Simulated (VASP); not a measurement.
# Cd5O2 (P1) in VASP: relaxation of cell and atoms with PBE

Aim: the relaxation of cell and atoms of Cd5O2 with PBE.

Program: VASP 6.6.1. These are calculated values, not measurements. Logs are shortened: lines on timing, memory, paths and dates and some standing lists are left out, and cuts for length are marked.

**1. The cell of the first run**

The typed cell holds 7 atoms: a = 3.378 Å, b = 3.301 Å, c = 12.746 Å, α = 91.69°, β = 87.91°, γ = 119.80°.

**2. Relaxation of cell and atoms, PBE**

Input file INCAR:

```
SYSTEM = Cd5O2
  ALGO = Normal
  EDIFF = 1E-6
  EDIFFG = -0.025
  ENCUT = 600
  GGA = PE
  IBRION = 2
  ISIF = 3
  ISMEAR = 0
  LASPH = .True.
  LCHARG = .False.
  LREAL = .False.
  LWAVE = .False.
  NELM = 100
  NSW = 80
  PREC = Accurate
  SIGMA = 0.2
```

Input file KPOINTS:

```
k-points
0
Gamma
  6 6 2
  0 0 0
```

Input file POSCAR:

```
Cd5O2
1.0
    3.3768748455      0.0282123081      0.0614096862
   -1.6640048472      2.8506941132     -0.0490459985
    0.2333220030     -0.0804664566     12.7437784982
Cd O
5 2
Direct
    0.0112618524     -0.0194084496     -0.0048067045
    0.4032169401      0.6551460646      0.2331739564
    0.6544100682      0.3763455643      0.7910311677
    0.6947013392      0.3607121157      0.3762134360
    0.3141082163      0.7003667858      0.5877747635
    0.2686265262      0.6254110985      0.8946595505
    0.6536750576      0.3014268208      0.1219538304
```

Potentials or basis: VASP PAW PBE potentials, release 64 (Cd, O).

Run with:

```console
> cat potpaw_PBE.64/Cd/POTCAR potpaw_PBE.64/O/POTCAR > POTCAR
> mpirun -np 1 vasp_std > vasp.out
```

OUTCAR:

```text
SYSTEM = Cd5O2
   EDIFF = 1E-6
   EDIFFG = -0.025
   ENCUT = 600
   GGA = PE
   IBRION = 2
   ISIF = 3
   ISMEAR = 0
   LASPH = .True.
   LREAL = .False.
   NELM = 100
   NSW = 80
   PREC = Accurate

 ion  position               nearest neighbor table
   1  0.011  0.981  0.995-   6 2.15   6 2.27   7 2.49   7 2.51   7 2.54   6 2.56   3 3.12   3 3.19
                             3 3.45   2 3.48   2 3.59   2 3.74
   2  0.403  0.655  0.233-   7 2.21   7 2.36   4 2.53   7 2.65   4 2.71   4 2.73   1 3.48   1 3.59
                             1 3.74
   3  0.654  0.376  0.791-   6 2.23   6 2.27   6 2.54   1 3.12   1 3.19   5 3.19   5 3.22   5 3.28
                             1 3.45
   4  0.695  0.361  0.376-   2 2.53   2 2.71   2 2.73   5 3.29   5 3.31   5 3.34
   5  0.314  0.700  0.588-   3 3.19   3 3.22   3 3.28   4 3.29   4 3.31   4 3.34
   6  0.269  0.625  0.895-   1 2.15   3 2.23   3 2.27   1 2.27   3 2.54   1 2.56
   7  0.654  0.301  0.122-   2 2.21   2 2.36   1 2.49   1 2.51   1 2.54   2 2.65

  LATTYP: Found a triclinic cell.
 ALAT       =     3.3011777548
 B/A-ratio  =     1.7357218392
 C/A-ratio  =     3.8610972119
 COS(alpha) =     0.0125572060
 COS(beta)  =     0.0295328731
 COS(gamma) =     0.8592858353

  Lattice vectors:

 A1 = (  -1.6640048472,   2.8506941132,  -0.0490459985)
 A2 = (   0.0488651511,   5.7296005345,  -0.0366823108)
 A3 = (  -0.2333220030,   0.0804664566, -12.7437784982)

Analysis of symmetry for initial positions (statically):
=====================================================================
 Subroutine PRICEL returns:
 Original cell was already a primitive cell.

 Routine SETGRP: Setting up the symmetry group for a
 triclinic supercell.

 Subroutine GETGRP returns: Found  1 space group operations
 (whereof  1 operations were pure point group operations)
 out of a pool of  2 trial point group operations.

The static configuration has the point symmetry C_1 .

Analysis of symmetry for dynamics (positions and initial velocities):
=====================================================================
 Subroutine PRICEL returns:
 Original cell was already a primitive cell.

 Routine SETGRP: Setting up the symmetry group for a
 triclinic supercell.

 Subroutine GETGRP returns: Found  1 space group operations
 (whereof  1 operations were pure point group operations)
 out of a pool of  2 trial point group operations.

The dynamic configuration has the point symmetry C_1 .

 Subroutine INISYM returns: Found  1 space group operations
 (whereof  1 operations are pure point group operations),
 and found     1 'primitive' translations

----------------------------------------------------------------------------------------

                                     Primitive cell

  volume of cell :     123.2292

  direct lattice vectors                    reciprocal lattice vectors
     3.376874846  0.028212308  0.061409686     0.294773282  0.171990651 -0.004310936
    -1.664004847  2.850694113 -0.049045999    -0.002957683  0.349104158  0.002258456
     0.233322003 -0.080466457 12.743778498    -0.001431836  0.000514782  0.078499128

  length of vectors
     3.377551007  3.301177755 12.746168225     0.341307275  0.349123992  0.078513873

  position of ions in fractional coordinates (direct lattice)
     0.011261852  0.980591550  0.995193296
     0.403216940  0.655146065  0.233173956
     0.654410068  0.376345564  0.791031168
     0.694701339  0.360712116  0.376213436
     0.314108216  0.700366786  0.587774764
     0.268626526  0.625411099  0.894659551
     0.653675058  0.301426821  0.121953830

  ion indices of the primitive-cell ions
   primitive index   ion index
                 1           1
                 2           2
                 3           3
                 4           4
                 5           5
                 6           6
                 7           7

----------------------------------------------------------------------------------------

 KPOINTS: k-points

Automatic generation of k-mesh.
 Grid dimensions read from file:
 generate k-points for:    6    6    2

 Generating k-lattice:

  Cartesian coordinates                     Fractional coordinates (reciprocal lattice)
     0.049128880  0.028665108 -0.000718489     0.166666667 -0.000000000  0.000000000
    -0.000492947  0.058184026  0.000376409    -0.000000000  0.166666667  0.000000000
    -0.000715918  0.000257391  0.039249564    -0.000000000  0.000000000  0.500000000

  Length of vectors
     0.056884546  0.058187332  0.039256937

  Shift w.r.t. Gamma in fractional coordinates (k-lattice)
     0.000000000  0.000000000  0.000000000

 Subroutine IBZKPT returns following result:
 ===========================================

 Found     40 irreducible k-points:

 Following reciprocal coordinates:
            Coordinates               Weight
  0.000000  0.000000  0.000000      1.000000
  0.166667  0.000000  0.000000      2.000000
  0.333333  0.000000  0.000000      2.000000
  0.500000 -0.000000  0.000000      1.000000
  0.000000  0.166667 -0.000000      2.000000
  0.166667  0.166667 -0.000000      2.000000
[... 16 lines left out ...]
  0.333333 -0.000000  0.500000      2.000000
  0.500000 -0.000000  0.500000      1.000000
 [... further k-points ...]
   k-points           NKPTS =     40   k-points in BZ     NKDIM =     40   number of bands    NBANDS=     43
   number of dos      NEDOS =    301   number of ions     NIONS =      7
   total plane-waves  NPLWV =  84672
   dimension x,y,z NGX =    28 NGY =   28 NGZ =  108
   dimension x,y,z NGXF=    56 NGYF=   56 NGZF=  216
   ions per type =               5   2
   NGX,Y,Z   is equivalent  to a cutoff of  13.78, 14.10, 14.09 a.u.
   NGXF,Y,Z  is equivalent  to a cutoff of  27.56, 28.20, 28.17 a.u.
 SYSTEM =  Cd5O2
   PREC   = accura    normal or accurate (medium, high low for compatibility)
   ISTART =      0    job   : 0-new  1-cont  2-samecut
   ICHARG =      2    charge: 1-file 2-atom 10-const
   ISPIN  =      1    spin polarized calculation?
   LNONCOLLINEAR =      F non collinear calculations
   LSORBIT =      F    spin-orbit coupling
   LASPH  =      T    aspherical Exc in radial PAW
   ENCUT  =  600.0 eV  44.10 Ry    6.64 a.u.   6.75  6.59 25.46*2*pi/ulx,y,z
   NELM   =    100;   NELMIN=  2; NELMDL= -5     # of ELM steps
   EDIFF  = 0.1E-05   stopping-criterion for ELM
   LREAL  =      F    real-space projection
   EDIFFG = -.3E-01   stopping-criterion for IOM
   NSW    =     80    number of steps for IOM
   IBRION =      2    ionic relax: 0-MD 1-quasi-New 2-CG
   NFREE  =      1    steps in history (QN), initial steepest desc. (CG)
   ISIF   =      3    stress and relaxation
   ISYM   =      2    0-nonsym 1-usesym 2-fastsym
   POTIM  = 0.5000    time-step for ionic-motion
   TEBEG  =    0.0;   TEEND  =   0.0 temperature during run
   PSTRESS=    0.0 pullay stress
   NELECT =      72.0000    total number of electrons
   NUPDOWN=      -1.0000    fix difference up-down
   EMIN   =  10.00;   EMAX   =-10.00  energy-range for DOS
   EFERMI =   0.00;   METHOD = LEGACY
   ISMEAR =     0;   SIGMA  =   0.20  broadening in eV -4-tet -1-fermi 0-gaus
   EFERMI_NEDOS =   21; number of points for ismear=-14 and -15
   IALGO  =     38    algorithm
   IMIX   =      4    mixing-type and parameters
     AMIX     =   0.40;   BMIX     =  1.00
     AMIX_MAG =   1.60;   BMIX_MAG =  1.00
  volume/ion in A,a.u.               =      17.60       118.80
  Fermi-wavevector in a.u.,A,eV,Ry     =   1.368615  2.586306 25.485151  1.873106
  Thomas-Fermi vector in A             =   2.494563
   LORBIT       =      0    0 simple, 1 ext, 2 COOP (PROOUT), +10 PAW based schemes
   GGA     = PE    functional components
   LHFCALC =     F    Hartree Fock is set to
   AEXX    =    0.0000 exact exchange contribution
   IVDW    =     0    specifies the selected vdW correction
   LEPSILON=     F    determine dielectric tensor
   LRPA    =     F    only Hartree local field effects (RPA)
 conjugate gradient relaxation of ions
 non-spin polarized calculation
 Gauss-broadening in eV      SIGMA  =   0.20
  energy-cutoff  :      600.00
  volume of cell :      123.23
 maximum number of plane-waves:      4151
   NGX = 13   NGY = 13   NGZ = 51

--------------------------------------- Ionic step        1  -------------------------------------------

 number of electron      72.0000004 magnetization

 Free energy of the ion-electron system (eV)
  ---------------------------------------------------
  ext. energy  EPLUGINS =         0.00000000
  ---------------------------------------------------
  free energy    TOTEN  =       -16.18298795 eV

  energy without entropy =      -16.14463930  energy(sigma->0) =      -16.16381362

------------------------ aborting loop because EDIFF is reached ----------------------------------------

  FORCE on cell =-STRESS in cart. coord.  units (eV):
  Direction    XX          YY          ZZ          XY          YZ          ZX
  --------------------------------------------------------------------------------------
  -------------------------------------------------------------------------------------
  Total        5.3722729      3.7484240      5.6888253     -1.2107124      0.5614941     -0.6799647
  in kB       69.8481834     48.7355372     73.9638725    -15.7412078      7.3003261     -8.8406336
  external PRESSURE =      64.1825310 kB  Pullay stress =       0.0000000 kB
[... 104 lines left out ...]
  FREE ENERGIE OF THE ION-ELECTRON SYSTEM (eV)
  ---------------------------------------------------
  free  energy   TOTEN  =       -16.9407673597 eV

  energy  without entropy=      -16.9049594912  energy(sigma->0) =      -16.92286343

[... ionic steps 4 to 44 ...]

--------------------------------------- Ionic step       45  -------------------------------------------

 number of electron      72.0000001 magnetization

------------------------ aborting loop because EDIFF is reached ----------------------------------------

  FORCE on cell =-STRESS in cart. coord.  units (eV):
  Direction    XX          YY          ZZ          XY          YZ          ZX
  --------------------------------------------------------------------------------------
  -------------------------------------------------------------------------------------
  Total        0.1087023      0.1009115      0.0411912     -0.0194685     -0.0451420     -0.0429570
  in kB        1.3775467      1.2788165      0.5220015     -0.2467171     -0.5720693     -0.5443794
  external PRESSURE =       1.0594549 kB  Pullay stress =       0.0000000 kB
[... 67 lines left out ...]
  energy  without entropy=      -17.3143555459  energy(sigma->0) =      -17.32555288

--------------------------------------- Ionic step       47  -------------------------------------------

 number of electron      72.0000000 magnetization

 Free energy of the ion-electron system (eV)
  ---------------------------------------------------
  ext. energy  EPLUGINS =         0.00000000
  ---------------------------------------------------
  free energy    TOTEN  =       -17.33725442 eV

  energy without entropy =      -17.31479725  energy(sigma->0) =      -17.32602584

 E-fermi :   2.5674     XC(G=0): -10.8845

 val. band max:        2.5467402660   @ k =  -0.1667   0.1667   0.5000
 cond. band min:       2.6093435256   @ k =   0.0000   0.1667   0.5000
 fundamental gap:      0.0626032595
 Fermi energy:         2.5674171240

 k-point     1 :       0.0000    0.0000    0.0000
  band No.  band energies     occupation
      1     -15.7805      2.00000
      2     -15.4482      2.00000
      3      -6.6341      2.00000
      4      -6.5932      2.00000
      5      -6.4203      2.00000
      6      -6.3934      2.00000
[... 1093 lines left out ...]
     42       7.3531      0.00000
     43       7.7178      0.00000

 [... further k-points ...]

------------------------ aborting loop because EDIFF is reached ----------------------------------------

  FORCE on cell =-STRESS in cart. coord.  units (eV):
  Direction    XX          YY          ZZ          XY          YZ          ZX
  --------------------------------------------------------------------------------------
  -------------------------------------------------------------------------------------
  Total        0.0995579      0.1137678      0.0439615     -0.0245143     -0.0265363     -0.0120854
  in kB        1.2608461      1.4408073      0.5567484     -0.3104607     -0.3360681     -0.1530546
  external PRESSURE =       1.0861339 kB  Pullay stress =       0.0000000 kB
[... 22 lines left out ...]
  FREE ENERGIE OF THE ION-ELECTRON SYSTEM (eV)
  ---------------------------------------------------
  free  energy   TOTEN  =       -17.3372544245 eV

  energy  without entropy=      -17.3147972542  energy(sigma->0) =      -17.32602584

 reached required accuracy - stopping structural energy minimisation
```

Run time: 89 min. Hardware: 1 thread of Intel Xeon Platinum 8488C (Sapphire Rapids), shared host; peak memory 0.42 GiB.

Results:

```
Free energy                           : -17.3373 eV
Relaxed volume                        : 18.07 Å³/atom
Relaxed cell                          : a = 3.467 Å, b = 3.319 Å, c = 12.996 Å, α = 86.83°, β = 97.18°, γ = 121.46°
Space group after relaxing (to 0.1 Å) : P-1 (No. 2)
Energy gained by relaxing             : 164.9 meV/atom
Ionic steps                           : 47
Pressure after relaxing               : 0.1 GPa
Largest force after relaxing          : 0.025 eV/Å
Band gap on the k mesh                : zero (bands 36 and 37 overlap by 1.68 eV)
```

Forces in eV/Å, atoms in the order of the input:
```
Cd  -0.002 -0.001  0.007
Cd   0.004 -0.004 -0.009
Cd   0.004  0.016  0.013
Cd   0.006 -0.013  0.004
Cd  -0.010  0.014 -0.014
O   -0.022 -0.004  0.011
O    0.020 -0.007 -0.012
```

The path:
| step | energy change (eV) | largest force (eV/Å) | pressure (GPa) | volume (Å³) |
| --- | --- | --- | --- | --- |
| 1 | 0.0000 | 3.0844 | 6.42 | 123.23 |
| 3 | -0.7578 | 0.8378 | -3.42 | 135.30 |
| 5 | -0.9654 | 0.5756 | 0.92 | 126.19 |
| 7 | -1.0662 | 0.4753 | 0.33 | 125.72 |
| 9 | -1.1128 | 0.1972 | -0.70 | 127.39 |
| 11 | -1.1235 | 0.2153 | 0.38 | 125.61 |
| 13 | -1.1289 | 0.0746 | -0.08 | 126.12 |
| 15 | -1.1323 | 0.0525 | 0.18 | 125.44 |
| 17 | -1.1338 | 0.0485 | -0.22 | 126.18 |
| 19 | -1.1353 | 0.0633 | 0.04 | 125.93 |
| 21 | -1.1363 | 0.0584 | 0.08 | 125.96 |
| 23 | -1.1390 | 0.0365 | -0.03 | 126.28 |
| 25 | -1.1414 | 0.0762 | -0.10 | 126.45 |
| 27 | -1.1433 | 0.0830 | 0.59 | 125.69 |
| 29 | -1.1444 | 0.0533 | 0.35 | 126.00 |
| 31 | -1.1448 | 0.1239 | 0.11 | 126.75 |
| 33 | -1.1470 | 0.0703 | 0.07 | 126.63 |
| 35 | -1.1486 | 0.0502 | -0.21 | 127.04 |
| 37 | -1.1485 | 0.0678 | 0.33 | 126.20 |
| 39 | -1.1503 | 0.0435 | 0.04 | 126.63 |
| 41 | -1.1520 | 0.0596 | -0.01 | 126.69 |
| 43 | -1.1528 | 0.0323 | -0.02 | 126.66 |
| 45 | -1.1537 | 0.0292 | 0.11 | 126.43 |
| 47 | -1.1543 | 0.0248 | 0.11 | 126.51 |

Final structure:
```
Cd O
1.0
     3.45971    0.00152   -0.21826
    -1.73093    2.82981    0.09312
    -0.80991   -0.07963   12.97003
Cd O
5 2
Direct
  0.99570 0.99777 0.00004
  0.42074 0.66933 0.21819
  0.56753 0.32336 0.78205
  0.70347 0.30810 0.40487
  0.32106 0.70552 0.59474
  0.27391 0.65596 0.89150
  0.71758 0.33996 0.10862
```

Caveat: the k points lie up to 0.36 Å⁻¹ apart in the final cell, too coarse for converged energies and pressures of a metal.
